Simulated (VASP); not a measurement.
# Cu2O (Pn-3m) in VASP: a series of runs

The runs below take Cu2O through single point, with PBE+D4, PBE+D3(BJ).

All numbers are computed with VASP 6.6.1; they aren't measurements. Logs are shortened: lines on timing, memory, paths and dates and some standing lists are left out, and cuts for length are marked.

**Experimental background.**

From “Importance of surface oxygen vacancies for ultrafast hot carrier relaxation and transport in Cu2O”, 2021, arxiv:2103.03167, for a bulk crystal of Cu2O: band gap 2.17 eV (direct).

The results are compared with them further down.

## Step 1: The cell of the first run

The structure is cubic, space group Pn-3m (No. 224). The conventional cell has a = 4.255 Å, b = 4.255 Å, c = 4.255 Å, α = 90.00°, β = 90.00°, γ = 90.00°. Cu (site symmetry -3m) has 2 O at 1.84 Å within 2.4 Å. Within 2.4 Å of O (site symmetry -43m) lie 4 Cu at 1.84 Å.

## Step 2: Single point, PBE+D4

Input file INCAR:

```
SYSTEM = Cu2O
PREC = Accurate
ENCUT = 600
EDIFF = 1E-6
ISMEAR = 0
SIGMA = 0.02
LREAL = .False.
LASPH = .True.
NELM = 120
ALGO = Normal
ISIF = 2
LWAVE = .False.
LCHARG = .True.
GGA = PE
IVDW = 13
LELF = .True.
LVHAR = .True.
NBANDS = 37
GGA_COMPAT = .False.
```

Input file KPOINTS:

```
Automatic mesh
0
Gamma
  4 4 4
  0 0 0
```

Input file POSCAR:

```
Cu2O
1.0
    4.2546804740      0.0000000000      0.0000000000
    0.0000000000      4.2546804740      0.0000000000
    0.0000000000      0.0000000000      4.2546804740
Cu O
4 2
Direct
    0.2500000000      0.2500000000      0.2500000000
    0.2500000000      0.7500000000      0.7500000000
    0.7500000000      0.7500000000      0.2500000000
    0.7500000000      0.2500000000      0.7500000000
    0.0000000000      0.0000000000      0.0000000000
    0.5000000000      0.5000000000      0.5000000000
```

Potentials or basis: VASP PAW PBE potentials, release 64 (Cu, O).

The run is started by

```bash
$ cat potpaw_PBE.64/Cu/POTCAR potpaw_PBE.64/O/POTCAR > POTCAR
$ mpirun -np 1 vasp_std > vasp.out
```

OUTCAR:

```text
SYSTEM = Cu2O
   PREC = Accurate
   ENCUT = 600
   EDIFF = 1E-6
   ISMEAR = 0
   LREAL = .False.
   LASPH = .True.
   NELM = 120
   ISIF = 2
   GGA = PE
   IVDW = 13

 ion  position               nearest neighbor table
   1  0.250  0.250  0.250-   5 1.84   6 1.84
   2  0.250  0.750  0.750-   5 1.84   6 1.84
   3  0.750  0.750  0.250-   5 1.84   6 1.84
   4  0.750  0.250  0.750-   5 1.84   6 1.84
   5  0.000  0.000  0.000-   1 1.84   2 1.84   3 1.84   4 1.84
   6  0.500  0.500  0.500-   1 1.84   2 1.84   3 1.84   4 1.84

  LATTYP: Found a simple cubic cell.
 ALAT       =     4.2546804740

  Lattice vectors:

 A1 = (   4.2546804740,   0.0000000000,   0.0000000000)
 A2 = (   0.0000000000,   4.2546804740,   0.0000000000)
 A3 = (   0.0000000000,   0.0000000000,   4.2546804740)

Analysis of symmetry for initial positions (statically):
=====================================================================
 Subroutine PRICEL returns:
 Original cell was already a primitive cell.

 Routine SETGRP: Setting up the symmetry group for a
 simple cubic supercell.

 Subroutine GETGRP returns: Found 48 space group operations
 (whereof 24 operations were pure point group operations)
 out of a pool of 48 trial point group operations.

The static configuration has the point symmetry T_d .
 The point group associated with its full space group is O_h .

Analysis of symmetry for dynamics (positions and initial velocities):
=====================================================================
 Subroutine PRICEL returns:
 Original cell was already a primitive cell.

 Routine SETGRP: Setting up the symmetry group for a
 simple cubic supercell.

 Subroutine GETGRP returns: Found 48 space group operations
 (whereof 24 operations were pure point group operations)
 out of a pool of 48 trial point group operations.

The dynamic configuration has the point symmetry T_d .
 The point group associated with its full space group is O_h .

 Subroutine INISYM returns: Found 48 space group operations
 (whereof 24 operations are pure point group operations),
 and found     1 'primitive' translations

----------------------------------------------------------------------------------------

                                     Primitive cell

  volume of cell :      77.0195

  direct lattice vectors                    reciprocal lattice vectors
     4.254680474  0.000000000  0.000000000     0.235035276  0.000000000  0.000000000
     0.000000000  4.254680474  0.000000000     0.000000000  0.235035276  0.000000000
     0.000000000  0.000000000  4.254680474     0.000000000  0.000000000  0.235035276

  length of vectors
     4.254680474  4.254680474  4.254680474     0.235035276  0.235035276  0.235035276

  position of ions in fractional coordinates (direct lattice)
     0.250000000  0.250000000  0.250000000
     0.250000000  0.750000000  0.750000000
     0.750000000  0.750000000  0.250000000
     0.750000000  0.250000000  0.750000000
     0.000000000  0.000000000  0.000000000
     0.500000000  0.500000000  0.500000000

  ion indices of the primitive-cell ions
   primitive index   ion index
                 1           1
                 2           2
                 3           3
                 4           4
                 5           5
                 6           6

----------------------------------------------------------------------------------------

 KPOINTS: Automatic mesh

Automatic generation of k-mesh.
 Grid dimensions read from file:
 generate k-points for:    4    4    4

 Generating k-lattice:

  Cartesian coordinates                     Fractional coordinates (reciprocal lattice)
     0.058758819  0.000000000  0.000000000     0.250000000  0.000000000  0.000000000
     0.000000000  0.058758819  0.000000000     0.000000000  0.250000000  0.000000000
     0.000000000  0.000000000  0.058758819     0.000000000  0.000000000  0.250000000

  Length of vectors
     0.058758819  0.058758819  0.058758819

  Shift w.r.t. Gamma in fractional coordinates (k-lattice)
     0.000000000  0.000000000  0.000000000

 Subroutine IBZKPT returns following result:
 ===========================================

 Found     10 irreducible k-points:

 Following reciprocal coordinates:
            Coordinates               Weight
  0.000000  0.000000  0.000000      1.000000
  0.250000  0.000000  0.000000      6.000000
  0.500000  0.000000  0.000000      3.000000
  0.250000  0.250000  0.000000     12.000000
  0.500000  0.250000  0.000000     12.000000
  0.500000  0.500000  0.000000      3.000000
  0.250000  0.250000  0.250000      8.000000
  0.500000  0.250000  0.250000     12.000000
  0.500000  0.500000  0.250000      6.000000
  0.500000  0.500000  0.500000      1.000000
   k-points           NKPTS =     10   k-points in BZ     NKDIM =     10   number of bands    NBANDS=     37
   number of dos      NEDOS =    301   number of ions     NIONS =      6
   total plane-waves  NPLWV =  46656
   dimension x,y,z NGX =    36 NGY =   36 NGZ =   36
   dimension x,y,z NGXF=    72 NGYF=   72 NGZF=   72
   ions per type =               4   2
   NGX,Y,Z   is equivalent  to a cutoff of  14.07, 14.07, 14.07 a.u.
   NGXF,Y,Z  is equivalent  to a cutoff of  28.13, 28.13, 28.13 a.u.
 SYSTEM =  Cu2O
   PREC   = accura    normal or accurate (medium, high low for compatibility)
   ISTART =      0    job   : 0-new  1-cont  2-samecut
   ICHARG =      2    charge: 1-file 2-atom 10-const
   ISPIN  =      1    spin polarized calculation?
   LNONCOLLINEAR =      F non collinear calculations
   LSORBIT =      F    spin-orbit coupling
   LASPH  =      T    aspherical Exc in radial PAW
   ENCUT  =  600.0 eV  44.10 Ry    6.64 a.u.   8.50  8.50  8.50*2*pi/ulx,y,z
   NELM   =    120;   NELMIN=  2; NELMDL= -5     # of ELM steps
   EDIFF  = 0.1E-05   stopping-criterion for ELM
   LREAL  =      F    real-space projection
   EDIFFG = 0.1E-04   stopping-criterion for IOM
   NSW    =      0    number of steps for IOM
   IBRION =     -1    ionic relax: 0-MD 1-quasi-New 2-CG
   NFREE  =      0    steps in history (QN), initial steepest desc. (CG)
   ISIF   =      2    stress and relaxation
   ISYM   =      2    0-nonsym 1-usesym 2-fastsym
   POTIM  = 0.5000    time-step for ionic-motion
   TEBEG  =    0.0;   TEEND  =   0.0 temperature during run
   PSTRESS=    0.0 pullay stress
   NELECT =      56.0000    total number of electrons
   NUPDOWN=      -1.0000    fix difference up-down
   EMIN   =  10.00;   EMAX   =-10.00  energy-range for DOS
   EFERMI =   0.00;   METHOD = LEGACY
   ISMEAR =     0;   SIGMA  =   0.02  broadening in eV -4-tet -1-fermi 0-gaus
   EFERMI_NEDOS =   21; number of points for ismear=-14 and -15
   IALGO  =     38    algorithm
   IMIX   =      4    mixing-type and parameters
     AMIX     =   0.40;   BMIX     =  1.00
     AMIX_MAG =   1.60;   BMIX_MAG =  1.00
  volume/ion in A,a.u.               =      12.84        86.63
  Fermi-wavevector in a.u.,A,eV,Ry     =   1.472100  2.781865 29.484880  2.167078
  Thomas-Fermi vector in A             =   2.587155
   LORBIT       =      0    0 simple, 1 ext, 2 COOP (PROOUT), +10 PAW based schemes
   GGA     = PE    functional components
   LHFCALC =     F    Hartree Fock is set to
   AEXX    =    0.0000 exact exchange contribution
   IVDW    =    13    specifies the selected vdW correction
   LEPSILON=     F    determine dielectric tensor
   LRPA    =     F    only Hartree local field effects (RPA)
 non-spin polarized calculation
 Gauss-broadening in eV      SIGMA  =   0.02
  energy-cutoff  :      600.00
  volume of cell :       77.02
 maximum number of plane-waves:      2612
 NGX is ok and might be reduce to    36
   NGX = 17   NGY = 17   NGZ = 17

 number of electron      55.9999981 magnetization

 Free energy of the ion-electron system (eV)
  ---------------------------------------------------
  ext. energy  EPLUGINS =         0.00000000
  ---------------------------------------------------
  free energy    TOTEN  =       -27.23898986 eV

  energy without entropy =      -27.23898986  energy(sigma->0) =      -27.23898986

 E-fermi :   4.9819     XC(G=0): -11.0649

 val. band max:        4.8223858968   @ k =   0.0000   0.0000   0.0000
 cond. band min:       5.3696669191   @ k =   0.0000   0.0000   0.0000
 fundamental gap:      0.5472810223
 Fermi energy:         4.9818730453

 k-point     1 :       0.0000    0.0000    0.0000
  band No.  band energies     occupation
      1     -15.3701      2.00000
      2     -14.6245      2.00000
      3      -2.4590      2.00000
      4      -2.4590      2.00000
      5      -2.4590      2.00000
      6      -0.0693      2.00000
[... 29 lines left out ...]
     36      14.1551      0.00000
     37      14.1551      0.00000

 k-point     2 :       0.2500    0.0000    0.0000
  band No.  band energies     occupation
      1     -15.2596      2.00000
      2     -14.7317      2.00000
      3      -2.3000      2.00000
      4      -2.2340      2.00000
      5      -2.2340      2.00000
      6      -0.9316      2.00000
[... 29 lines left out ...]
     36      13.1441      0.00000
     37      13.1441      0.00000

 k-point     3 :       0.5000    0.0000    0.0000
  band No.  band energies     occupation
      1     -14.9941      2.00000
      2     -14.9941      2.00000
      3      -1.8412      2.00000
      4      -1.8412      2.00000
      5      -1.7876      2.00000
      6      -1.7876      2.00000
[... 29 lines left out ...]
     36      12.5107      0.00000
     37      14.1377      0.00000

 k-point     4 :       0.2500    0.2500    0.0000
  band No.  band energies     occupation
      1     -15.1764      2.00000
      2     -14.8022      2.00000
      3      -2.5095      2.00000
      4      -2.1246      2.00000
      5      -1.7458      2.00000
      6      -1.4908      2.00000
[... 29 lines left out ...]
     36      13.5088      0.00000
     37      14.5049      0.00000

 k-point     5 :       0.5000    0.2500    0.0000
  band No.  band energies     occupation
      1     -14.9829      2.00000
      2     -14.9829      2.00000
      3      -2.3475      2.00000
      4      -2.3475      2.00000
      5      -1.4672      2.00000
      6      -1.4672      2.00000
[... 29 lines left out ...]
     36      12.3109      0.00000
     37      16.2903      0.00000

 k-point     6 :       0.5000    0.5000    0.0000
  band No.  band energies     occupation
      1     -14.9715      2.00000
      2     -14.9715      2.00000
      3      -2.5813      2.00000
      4      -2.5813      2.00000
      5      -1.4074      2.00000
      6      -1.4074      2.00000
[... 29 lines left out ...]
     36      13.1754      0.00000
     37      15.7333      0.00000

 k-point     7 :       0.2500    0.2500    0.2500
  band No.  band energies     occupation
      1     -15.1376      2.00000
      2     -14.8227      2.00000
      3      -2.3388      2.00000
      4      -2.3388      2.00000
      5      -1.9330      2.00000
      6      -1.3143      2.00000
[... 29 lines left out ...]
     36      14.5655      0.00000
     37      15.4595      0.00000

 k-point     8 :       0.5000    0.2500    0.2500
  band No.  band energies     occupation
      1     -15.0912      2.00000
      2     -14.8506      2.00000
      3      -2.4513      2.00000
      4      -2.1953      2.00000
      5      -2.1067      2.00000
      6      -1.0193      2.00000
[... 29 lines left out ...]
     36      15.0136      0.00000
     37      15.0619      0.00000

 k-point     9 :       0.5000    0.5000    0.2500
  band No.  band energies     occupation
      1     -15.1298      2.00000
      2     -14.7880      2.00000
      3      -2.4751      2.00000
      4      -2.4751      2.00000
      5      -2.0351      2.00000
      6      -1.0135      2.00000
[... 29 lines left out ...]
     36      13.9518      0.00000
     37      16.4781      0.00000

 k-point    10 :       0.5000    0.5000    0.5000
  band No.  band energies     occupation
      1     -15.1890      2.00000
      2     -14.7034      2.00000
      3      -2.3601      2.00000
      4      -2.3601      2.00000
      5      -2.3601      2.00000
      6      -0.8971      2.00000
[... 29 lines left out ...]
     36      12.5837      0.00000
     37      18.7632      0.00000

------------------------ aborting loop because EDIFF is reached ----------------------------------------

  DFT-D4 for vdW energy calculation

  Edisp (eV):   -2.01064

  FORCE on cell =-STRESS in cart. coord.  units (eV):
  Direction    XX          YY          ZZ          XY          YZ          ZX
  --------------------------------------------------------------------------------------
  -------------------------------------------------------------------------------------
  Total       0.40861     0.40861     0.40861    -0.00000    -0.00000     0.00000
  in kB       8.49997     8.49997     8.49997    -0.00000    -0.00000     0.00000
  external pressure =        8.50 kB  Pullay stress =        0.00 kB

 VOLUME and BASIS-vectors are now :
 -----------------------------------------------------------------------------
  energy-cutoff  :      600.00
  volume of cell :       77.02
      direct lattice vectors                 reciprocal lattice vectors
     4.254680474  0.000000000  0.000000000     0.235035276  0.000000000  0.000000000
     0.000000000  4.254680474  0.000000000     0.000000000  0.235035276  0.000000000
     0.000000000  0.000000000  4.254680474     0.000000000  0.000000000  0.235035276

 POSITION                                       TOTAL-FORCE (eV/Angst)
 -----------------------------------------------------------------------------------
      1.06367      1.06367      1.06367         0.000000     -0.000000     -0.000000
      1.06367      3.19101      3.19101        -0.000000     -0.000000     -0.000000
      3.19101      3.19101      1.06367        -0.000000      0.000000      0.000000
      3.19101      1.06367      3.19101        -0.000000      0.000000     -0.000000
      0.00000      0.00000      0.00000         0.000000     -0.000000      0.000000
      2.12734      2.12734      2.12734         0.000000     -0.000000     -0.000000
 -----------------------------------------------------------------------------------
    total drift:                                0.000000      0.000000      0.000000

  FREE ENERGIE OF THE ION-ELECTRON SYSTEM (eV)
  ---------------------------------------------------
  free  energy   TOTEN  =       -29.2496298818 eV

  energy  without entropy=      -29.2496298818  energy(sigma->0) =      -29.24962988
```

Wall time 49 s (1 thread of Intel Xeon 8259CL, shared host); peak memory 0.21 GiB.

Results:

* Free energy: -29.2496 eV
* Pressure: 0.8 GPa
* Band gap on the k mesh: 0.55 eV
* Dispersion energy per atom: -0.335 eV

## Step 3: Single point, PBE+D3(BJ)

Input file INCAR:

```
ALGO = Normal ; EDIFF = 1E-6
ENCUT = 600 ; GGA = PE
GGA_COMPAT = False ; ISIF = 2
ISMEAR = 0 ; IVDW = 12
LASPH = True ; LCHARG = False
LREAL = False ; LWAVE = False
NBANDS = 37 ; NELM = 120
PREC = Accurate ; SIGMA = 0.02
```

Input file KPOINTS:

```
k-points
0
Gamma
  4 4 4
```

POSCAR, as its differences from that of step 2:

```diff
@@ -2,5 +2,5 @@
 1.0
-    4.2546804740      0.0000000000      0.0000000000
-    0.0000000000      4.2546804740      0.0000000000
-    0.0000000000      0.0000000000      4.2546804740
+    4.2532507862      0.0000000000      0.0000000000
+    0.0000000000      4.2532507862      0.0000000000
+    0.0000000000      0.0000000000      4.2532507862
 Cu O
```

Potentials or basis: VASP PAW PBE potentials, release 64 (Cu, O).

The run is started by

```bash
$ cat potpaw_PBE.64/Cu/POTCAR potpaw_PBE.64/O/POTCAR > POTCAR
$ mpirun -np 1 vasp_std > vasp.out
```

It took 58 s on 1 thread of Intel Xeon 8259CL, shared host; peak memory 0.21 GiB.

The run converged. Its results:

| Quantity | Value |
| --- | --- |
| Free energy | -29.0972 eV |
| Pressure | 0.9 GPa |
| Band gap on the k mesh | 0.55 eV |
| Dispersion energy per atom | -0.310 eV |

Levels at points of the mesh, in eV from the valence-band top:
```tsv
k point	band 24	band 25	band 26	band 27	band 28	band 29	band 30	band 31	band 32	band 33
(0.00, 0.00, 0.00)	-1.59	-1.59	0.00	0.00	0.00	0.55	1.23	1.23	7.98	7.98
(0.50, 0.00, 0.00)	-1.70	-1.21	-1.21	-0.40	-0.40	2.28	2.28	4.24	4.24	7.45
(0.50, 0.50, 0.00)	-1.49	-1.22	-1.22	-0.66	-0.66	1.92	1.92	3.87	3.87	6.83
(0.50, 0.50, 0.50)	-1.64	-0.99	-0.58	-0.58	-0.58	2.45	2.45	2.45	4.91	4.91
```

## Step 4: Against experiment

Step 2. Against the measured gap of Cu2O, 2.17 eV (direct; quoted in “Importance of surface oxygen vacancies for ultrafast hot carrier relaxation and transport in Cu2O”, 2021, arxiv:2103.03167), the calculated 0.55 eV is off by -1.62 eV. So large a miss can be the level of theory's own, or it may mean another phase, state or a wrong row. The value is that of PBE+D4, without temperature or zero-point motion. Semilocal functionals fall short of measured gaps as a rule.

Step 3. A measured gap of Cu2O is 2.17 eV (direct; quoted in “Importance of surface oxygen vacancies for ultrafast hot carrier relaxation and transport in Cu2O”, 2021, arxiv:2103.03167); the calculated 0.55 eV misses it by -1.62 eV. So large a miss can be the level of theory's own, or it may mean another phase, state or a wrong row. The value is that of PBE+D3(BJ), without temperature or zero-point motion. Semilocal functionals fall short of measured gaps as a rule.
